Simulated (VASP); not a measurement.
Wanted: the native input for a VASP 6.6.1 run.

| Item | Value |
| --- | --- |
| Task | single point |
| Functional | r2SCAN |
| Potentials or basis | VASP PAW PBE potentials, release 64 (Sr_sv, Ti_sv, O) |
| Cutoff | 520 eV |
| k mesh | 6 × 6 × 6 |
| Occupations | gaussian, width 0.01 eV |
| Spin | no spin polarisation |
| Dipole correction | no |
| Further INCAR settings | ALGO = Normal; EDIFF = 1e-07; NBANDS = 28 |

The system is SrTiO3.

```
CELL_PARAMETERS angstrom
3.90685 0.00000 0.00000
0.00000 3.90685 0.00000
0.00000 0.00000 3.90685
ATOMIC_POSITIONS crystal
Sr 0.00000 0.00000 0.00000
Ti 0.50000 0.50000 0.50000
O 0.50000 0.00000 0.50000
O 0.50000 0.50000 0.00000
O 0.00000 0.50000 0.50000
```

These files were run (other wordings do the same):

POSCAR

```
SrTiO3
1.0
    3.9068515433      0.0000000000      0.0000000000
    0.0000000000      3.9068515433      0.0000000000
    0.0000000000      0.0000000000      3.9068515433
Sr Ti O
1 1 3
Direct
    0.0000000000      0.0000000000      0.0000000000
    0.5000000000      0.5000000000      0.5000000000
    0.5000000000      0.0000000000      0.5000000000
    0.5000000000      0.5000000000      0.0000000000
    0.0000000000      0.5000000000      0.5000000000
```

INCAR.step1

```
PREC = Accurate ; ENCUT = 520
ISMEAR = 0 ; SIGMA = 0.01
LREAL = F ; LASPH = T
NELM = 80 ; NBANDS = 28
GGA = PE ; ALGO = Normal
EDIFF = 1E-4 ; LWAVE = T
LCHARG = F
```

INCAR.step2

```
PREC = Accurate ; ENCUT = 520
EDIFF = 1E-7 ; ISMEAR = 0
SIGMA = 0.01 ; LREAL = F
LASPH = T ; NELM = 80
ALGO = Normal ; ISIF = 2
LWAVE = F ; LCHARG = F
METAGGA = R2SCAN ; LMIXTAU = T
NBANDS = 28 ; ISTART = 1
```

KPOINTS

```
regular mesh
0
Gamma
  6 6 6
```

Potentials or basis: VASP PAW PBE potentials, release 64 (Sr_sv, Ti_sv, O).

The run is started by

```sh
$ cat potpaw_PBE.64/Sr_sv/POTCAR potpaw_PBE.64/Ti_sv/POTCAR potpaw_PBE.64/O/POTCAR > POTCAR
$ cp INCAR.step1 INCAR
$ mpirun -np 1 vasp_std > vasp.out
$ cp INCAR.step2 INCAR
$ mpirun -np 1 vasp_std > vasp.out
```

It gave:

The pressure is 0.9 GPa. The band gap on the k mesh is 2.27 eV, indirect (least direct gap 2.66 eV).

Caveat: the PAW data sets were made with another functional, which shifts forces and pressure a little.

It took 110 s on 1 thread of Intel(R) Xeon(R) Platinum 8488C (Sapphire Rapids), with other jobs on the host, peak memory 0.19 GiB.
